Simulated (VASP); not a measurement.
# HgTe (R3m) in VASP: further runs

The runs below take HgTe through single point, with r2SCAN.

Everything below comes from runs of VASP 6.6.1. Logs are shortened: lines on timing, memory, paths and dates and some standing lists are left out, and cuts for length are marked.

### Step 1. The cell of the first run

It takes space group R3m (No. 160, trigonal). The conventional cell has a = 4.559 Å, b = 4.559 Å, c = 11.167 Å, α = 90.00°, β = 90.00°, γ = 120.00°. Hg (site symmetry 3m) has 4 Te at 2.69 to 2.83 Å within 3.5 Å. Within 3.5 Å of Te (site symmetry 3m) lie 4 Hg at 2.69 to 2.83 Å.

### Step 2. Single point, r2SCAN

Contents of POSCAR:

```
HgTe
1.0
    0.0000000000      3.2235000000      3.2235000000
    3.2235000000      0.0000000000      3.2235000000
    3.2235000000      3.2235000000      0.0000000000
Hg Te
1 1
Direct
   -0.0089553322     -0.0089553322     -0.0089553322
    0.7500000000      0.7500000000      0.7500000000
```

Contents of INCAR.step1:

```
  PREC = Accurate
  ENCUT = 520
  ISMEAR = 0
  SIGMA = 0.15
  LREAL = False
  LASPH = True
  NELM = 100
  NBANDS = 16
  GGA = PE
  ALGO = Normal
  EDIFF = 1E-4
  LWAVE = True
  LCHARG = False
```

Contents of INCAR.step2:

```
  PREC = Accurate
  ENCUT = 520
  EDIFF = 1E-6
  ISMEAR = 0
  SIGMA = 0.15
  LREAL = False
  LASPH = True
  NELM = 100
  ALGO = Normal
  ISIF = 2
  LWAVE = False
  LCHARG = False
  METAGGA = R2SCAN
  LMIXTAU = True
  NBANDS = 16
  ISTART = 1
```

Contents of KPOINTS:

```
regular mesh
0
Gamma
  14 14 14
```

Potentials or basis: VASP PAW PBE potentials, release 64 (Hg, Te).

Started as:

```sh
$ cat potpaw_PBE.64/Hg/POTCAR potpaw_PBE.64/Te/POTCAR > POTCAR
$ cp INCAR.step1 INCAR
$ mpirun -np 1 vasp_std > vasp.out
$ cp INCAR.step2 INCAR
$ mpirun -np 1 vasp_std > vasp.out
```

OUTCAR:

```text
PREC = Accurate
   ENCUT = 520
   EDIFF = 1E-6
   ISMEAR = 0
   LREAL = False
   LASPH = True
   NELM = 100
   ISIF = 2
   METAGGA = R2SCAN
   ISTART = 1

 ion  position               nearest neighbor table
   1  0.991  0.991  0.991-   2 2.69   2 2.83   2 2.83   2 2.83
   2  0.750  0.750  0.750-   1 2.69   1 2.83   1 2.83   1 2.83

  LATTYP: Found a face centered cubic cell.
 ALAT       =     6.4470000000

  Lattice vectors:

 A1 = (   0.0000000000,   3.2235000000,   3.2235000000)
 A2 = (   3.2235000000,   0.0000000000,   3.2235000000)
 A3 = (   3.2235000000,   3.2235000000,   0.0000000000)

Analysis of symmetry for initial positions (statically):
=====================================================================
 Subroutine PRICEL returns:
 Original cell was already a primitive cell.

 Routine SETGRP: Setting up the symmetry group for a
 face centered cubic supercell.

 Subroutine GETGRP returns: Found  6 space group operations
 (whereof  6 operations were pure point group operations)
 out of a pool of 48 trial point group operations.

The static configuration has the point symmetry C_3v.

Analysis of symmetry for dynamics (positions and initial velocities):
=====================================================================
 Subroutine PRICEL returns:
 Original cell was already a primitive cell.

 Routine SETGRP: Setting up the symmetry group for a
 face centered cubic supercell.

 Subroutine GETGRP returns: Found  6 space group operations
 (whereof  6 operations were pure point group operations)
 out of a pool of 48 trial point group operations.

The dynamic configuration has the point symmetry C_3v.

 Subroutine INISYM returns: Found  6 space group operations
 (whereof  6 operations are pure point group operations),
 and found     1 'primitive' translations

----------------------------------------------------------------------------------------

                                     Primitive cell

  volume of cell :      66.9905

  direct lattice vectors                    reciprocal lattice vectors
     0.000000000  3.223500000  3.223500000    -0.155110904  0.155110904  0.155110904
     3.223500000  0.000000000  3.223500000     0.155110904 -0.155110904  0.155110904
     3.223500000  3.223500000  0.000000000     0.155110904  0.155110904 -0.155110904

  length of vectors
     4.558717418  4.558717418  4.558717418     0.268659967  0.268659967  0.268659967

  position of ions in fractional coordinates (direct lattice)
     0.991044668  0.991044668  0.991044668
     0.750000000  0.750000000  0.750000000

  ion indices of the primitive-cell ions
   primitive index   ion index
                 1           1
                 2           2

----------------------------------------------------------------------------------------

 KPOINTS: regular mesh

Automatic generation of k-mesh.
 Grid dimensions read from file:
 generate k-points for:   14   14   14

 Generating k-lattice:

  Cartesian coordinates                     Fractional coordinates (reciprocal lattice)
    -0.011079350  0.011079350  0.011079350     0.071428571  0.000000000  0.000000000
     0.011079350 -0.011079350  0.011079350     0.000000000  0.071428571  0.000000000
     0.011079350  0.011079350 -0.011079350     0.000000000  0.000000000  0.071428571

  Length of vectors
     0.019189998  0.019189998  0.019189998

  Shift w.r.t. Gamma in fractional coordinates (k-lattice)
     0.000000000  0.000000000  0.000000000

 Subroutine IBZKPT returns following result:
 ===========================================

 Found    288 irreducible k-points:

 Following reciprocal coordinates:
            Coordinates               Weight
  0.000000  0.000000  0.000000      1.000000
  0.071429  0.000000  0.000000      6.000000
  0.071429  0.071429  0.071429      2.000000
  0.142857  0.000000  0.000000      6.000000
  0.142857  0.142857  0.142857      2.000000
  0.214286  0.000000  0.000000      6.000000
[... 16 lines left out ...]
  0.285714  0.071429  0.000000     12.000000
  0.071429  0.071429 -0.214286      6.000000
 [... further k-points ...]
   k-points           NKPTS =    288   k-points in BZ     NKDIM =    288   number of bands    NBANDS=     16
   number of dos      NEDOS =    301   number of ions     NIONS =      2
   total plane-waves  NPLWV =  46656
   dimension x,y,z NGX =    36 NGY =   36 NGZ =   36
   dimension x,y,z NGXF=    72 NGYF=   72 NGZF=   72
   ions per type =               1   1
   NGX,Y,Z   is equivalent  to a cutoff of  13.13, 13.13, 13.13 a.u.
   NGXF,Y,Z  is equivalent  to a cutoff of  26.26, 26.26, 26.26 a.u.
 SYSTEM =  unknown system
   PREC   = accura    normal or accurate (medium, high low for compatibility)
   ISTART =      1    job   : 0-new  1-cont  2-samecut
   ICHARG =      0    charge: 1-file 2-atom 10-const
   ISPIN  =      1    spin polarized calculation?
   LNONCOLLINEAR =      F non collinear calculations
   LSORBIT =      F    spin-orbit coupling
   LASPH  =      T    aspherical Exc in radial PAW
   ENCUT  =  520.0 eV  38.22 Ry    6.18 a.u.   8.48  8.48  8.48*2*pi/ulx,y,z
   NELM   =    100;   NELMIN=  2; NELMDL=  0     # of ELM steps
   EDIFF  = 0.1E-05   stopping-criterion for ELM
   LREAL  =      F    real-space projection
   EDIFFG = 0.1E-04   stopping-criterion for IOM
   NSW    =      0    number of steps for IOM
   IBRION =     -1    ionic relax: 0-MD 1-quasi-New 2-CG
   NFREE  =      0    steps in history (QN), initial steepest desc. (CG)
   ISIF   =      2    stress and relaxation
   ISYM   =      2    0-nonsym 1-usesym 2-fastsym
   POTIM  = 0.5000    time-step for ionic-motion
   TEBEG  =    0.0;   TEEND  =   0.0 temperature during run
   PSTRESS=    0.0 pullay stress
   NELECT =      18.0000    total number of electrons
   NUPDOWN=      -1.0000    fix difference up-down
   EMIN   =  10.00;   EMAX   =-10.00  energy-range for DOS
   EFERMI =   0.00;   METHOD = LEGACY
   ISMEAR =     0;   SIGMA  =   0.15  broadening in eV -4-tet -1-fermi 0-gaus
   EFERMI_NEDOS =   21; number of points for ismear=-14 and -15
   IALGO  =     38    algorithm
   IMIX   =      4    mixing-type and parameters
     AMIX     =   0.40;   BMIX     =  1.00
     AMIX_MAG =   1.60;   BMIX_MAG =  1.00
  volume/ion in A,a.u.               =      33.50       226.04
  Fermi-wavevector in a.u.,A,eV,Ry     =   1.056399  1.996305 15.183815  1.115979
  Thomas-Fermi vector in A             =   2.191633
   LORBIT       =      0    0 simple, 1 ext, 2 COOP (PROOUT), +10 PAW based schemes
   METAGGA = R2SCAN    functional components
   LHFCALC =     F    Hartree Fock is set to
   AEXX    =    0.0000 exact exchange contribution
   IVDW    =     0    specifies the selected vdW correction
   LEPSILON=     F    determine dielectric tensor
   LRPA    =     F    only Hartree local field effects (RPA)
 non-spin polarized calculation
 Gauss-broadening in eV      SIGMA  =   0.15
  energy-cutoff  :      520.00
  volume of cell :       66.99
 maximum number of plane-waves:      1829
 NGX is ok and might be reduce to    36
   NGX = 17   NGY = 17   NGZ = 17

 number of electron      18.0000000 magnetization

 Free energy of the ion-electron system (eV)
  ---------------------------------------------------
  ext. energy  EPLUGINS =         0.00000000
  ---------------------------------------------------
  free energy    TOTEN  =       -75.10750350 eV

  energy without entropy =      -75.10733971  energy(sigma->0) =      -75.10742161

 E-fermi :   3.1034     XC(G=0):  -9.3549

 val. band max:        2.9808047418   @ k =   0.0000   0.0000   0.0000
 cond. band min:       3.5030052242   @ k =   0.0714   0.0000   0.0000
 fundamental gap:      0.5222004825
 Fermi energy:         3.1034223426

 k-point     1 :       0.0000    0.0000    0.0000
  band No.  band energies     occupation
      1      -9.5296      2.00000
      2      -4.8497      2.00000
      3      -4.7037      2.00000
      4      -4.7037      2.00000
      5      -4.1632      2.00000
      6      -4.1632      2.00000
[... 8 lines left out ...]
     15      12.9460      0.00000
     16      12.9460      0.00000

 k-point     2 :       0.0714    0.0000    0.0000
  band No.  band energies     occupation
      1      -9.5027      2.00000
      2      -4.8416      2.00000
      3      -4.6983      2.00000
      4      -4.6931      2.00000
      5      -4.1642      2.00000
      6      -4.1629      2.00000
[... 8 lines left out ...]
     15      12.4823      0.00000
     16      12.5015      0.00000

 k-point     3 :       0.0714    0.0714    0.0714
  band No.  band energies     occupation
      1      -9.4999      2.00000
      2      -4.8413      2.00000
      3      -4.6934      2.00000
      4      -4.6934      2.00000
      5      -4.1653      2.00000
      6      -4.1653      2.00000
[... 8 lines left out ...]
     15      12.4712      0.00000
     16      12.4712      0.00000

 k-point     4 :       0.1429    0.0000    0.0000
  band No.  band energies     occupation
      1      -9.4259      2.00000
      2      -4.8183      2.00000
      3      -4.6837      2.00000
      4      -4.6572      2.00000
      5      -4.1664      2.00000
      6      -4.1611      2.00000
[... 8 lines left out ...]
     15      12.0570      0.00000
     16      12.0580      0.00000

 k-point     5 :       0.1429    0.1429    0.1429
  band No.  band energies     occupation
      1      -9.4152      2.00000
      2      -4.8109      2.00000
      3      -4.6648      2.00000
      4      -4.6648      2.00000
      5      -4.1707      2.00000
      6      -4.1707      2.00000
[... 8 lines left out ...]
     15      12.0225      0.00000
     16      12.0225      0.00000

 k-point     6 :       0.2143    0.0000    0.0000
  band No.  band energies     occupation
      1      -9.3114      2.00000
      2      -4.7836      2.00000
      3      -4.6647      2.00000
      4      -4.5839      2.00000
      5      -4.1675      2.00000
      6      -4.1556      2.00000
[... 8 lines left out ...]
     15      11.8671      0.00000
     16      11.9070      0.00000

 k-point     7 :       0.2143    0.2143    0.2143
  band No.  band energies     occupation
      1      -9.2881      2.00000
      2      -4.7437      2.00000
      3      -4.6243      2.00000
      4      -4.6243      2.00000
      5      -4.1763      2.00000
      6      -4.1763      2.00000
[... 8 lines left out ...]
     15      11.8346      0.00000
     16      11.8346      0.00000

 k-point     8 :       0.2857    0.0000    0.0000
  band No.  band energies     occupation
      1      -9.1793      2.00000
      2      -4.7451      2.00000
      3      -4.6469      2.00000
      4      -4.4546      2.00000
      5      -4.1649      2.00000
      6      -4.1451      2.00000
[... 8 lines left out ...]
     15      11.9927      0.00000
     16      12.0872      0.00000

 k-point     9 :       0.2857    0.2857    0.2857
  band No.  band energies     occupation
      1      -9.1403      2.00000
      2      -4.6178      2.00000
      3      -4.5815      2.00000
      4      -4.5815      2.00000
      5      -4.1784      2.00000
      6      -4.1784      2.00000
[... 8 lines left out ...]
     15      11.9810      0.00000
     16      11.9810      0.00000
[... 172 lines left out ...]
 k-point    19 :       0.1429    0.0714    0.1429
  band No.  band energies     occupation
      1      -9.4263      2.00000
      2      -4.8169      2.00000
      3      -4.6787      2.00000
      4      -4.6596      2.00000
      5      -4.1764      2.00000
      6      -4.1609      2.00000
[... 8 lines left out ...]
     15      11.4576      0.00000
     16      12.6368      0.00000

 k-point    20 :       0.2143    0.0714    0.0000
  band No.  band energies     occupation
      1      -9.3289      2.00000
      2      -4.7868      2.00000
      3      -4.6658      2.00000
      4      -4.6018      2.00000
      5      -4.1751      2.00000
      6      -4.1533      2.00000
[... 8 lines left out ...]
     15      11.6649      0.00000
     16      12.4000      0.00000

 k-point    21 :       0.0714    0.0714   -0.1429
  band No.  band energies     occupation
      1      -9.3332      2.00000
      2      -4.7957      2.00000
      3      -4.6536      2.00000
      4      -4.6161      2.00000
      5      -4.1744      2.00000
      6      -4.1462      2.00000
[... 8 lines left out ...]
     15      11.7411      0.00000
     16      12.4274      0.00000

 k-point    22 :       0.2143    0.1429    0.2143
  band No.  band energies     occupation
      1      -9.3132      2.00000
      2      -4.7638      2.00000
      3      -4.6451      2.00000
      4      -4.6184      2.00000
      5      -4.1845      2.00000
      6      -4.1639      2.00000
[... 8 lines left out ...]
     15      11.7136      0.00000
     16      12.3613      0.00000

 k-point    23 :       0.2857    0.0714    0.0000
  band No.  band energies     occupation
      1      -9.2019      2.00000
      2      -4.7456      2.00000
      3      -4.6470      2.00000
      4      -4.4956      2.00000
      5      -4.1722      2.00000
      6      -4.1458      2.00000
[... 8 lines left out ...]
     15      11.7860      0.00000
     16      12.4378      0.00000

 k-point    24 :       0.0714    0.0714   -0.2143
  band No.  band energies     occupation
      1      -9.2071      2.00000
      2      -4.7620      2.00000
      3      -4.6344      2.00000
      4      -4.5106      2.00000
      5      -4.1687      2.00000
      6      -4.1356      2.00000
[... 8 lines left out ...]
     15      11.8260      0.00000
     16      12.5017      0.00000

 [... further k-points ...]
[... 5 lines left out ...]
  --------------------------------------------------------------------------------------
  -------------------------------------------------------------------------------------
  Total        1.2458719      1.2458719      1.2458719      0.4425013      0.4425013      0.4425013
  in kB       29.7968909     29.7968909     29.7968909     10.5830809     10.5830809     10.5830809
  external PRESSURE =      29.7968909 kB  Pullay stress =       0.0000000 kB

 VOLUME and BASIS-vectors are now :
 -----------------------------------------------------------------------------
  energy-cutoff  :      520.00
  volume of cell :       66.99
      direct lattice vectors                 reciprocal lattice vectors
     0.000000000  3.223500000  3.223500000    -0.155110904  0.155110904  0.155110904
     3.223500000  0.000000000  3.223500000     0.155110904 -0.155110904  0.155110904
     3.223500000  3.223500000  0.000000000     0.155110904  0.155110904 -0.155110904

 POSITION                                       TOTAL-FORCE (eV/Angst)
 -----------------------------------------------------------------------------------
      6.38926      6.38926      6.38926         0.289341      0.289341      0.289341
      4.83525      4.83525      4.83525        -0.289341     -0.289341     -0.289341
 -----------------------------------------------------------------------------------
    total drift:                               -0.000058     -0.000058     -0.000058

  FREE ENERGIE OF THE ION-ELECTRON SYSTEM (eV)
  ---------------------------------------------------
  free  energy   TOTEN  =       -75.1075035036 eV

  energy  without entropy=      -75.1073397131  energy(sigma->0) =      -75.10742161
```

Run time: 22 min. Hardware: 1 thread of Oxide Virtual Turin-like, shared host; peak memory 0.43 GiB.

Results:

* Free energy: -75.1075 eV
* Pressure: 3.0 GPa
* Largest force: 0.501 eV/Å
* Band gap on the k mesh: zero (filled and empty bands touch)

Forces on the atoms (eV/Å):
```
Hg   0.289  0.289  0.289
Te  -0.289 -0.289 -0.289
```

Stress tensor (GPa, compression positive):
```
2.98 1.06 1.06
1.06 2.98 1.06
1.06 1.06 2.98
```

Levels at points of the mesh, in eV from the Fermi level:
```
           k point  band 5  band 6  band 7  band 8  band 9  band 10  band 11  band 12  band 13  band 14
(0.00, 0.00, 0.00)   -7.27   -7.27   -0.59   -0.16   -0.12    -0.12     4.36     4.36     4.52     6.67
(0.50, 0.00, 0.00)   -7.22   -6.91   -5.77   -1.30   -1.02     0.75     4.95     5.43     6.98     8.26
(0.50, 0.50, 0.50)   -7.27   -7.04   -6.07   -1.27   -1.27     1.02     5.30     5.30     7.13     8.21
(0.50, 0.50, 0.00)   -7.20   -6.77   -5.78   -2.55   -2.52     1.91     2.58     8.60     9.25     9.43
```

Caveat: the cell differs from its parent crystal (all Hg atoms moved +0.100 Å, as atom 1 towards its neighbour atom 2 (Te) at 2.792 Å); semilocal functionals underestimate gaps, and a narrow one can read as zero; the PAW data sets were made with another functional, which shifts forces and pressure a little; spin-orbit coupling is left out, which moves the levels of the heavy elements.

[end of part 1 of 2]

The gap in the log of VASP goes by the Fermi energy; the results here count the filled bands.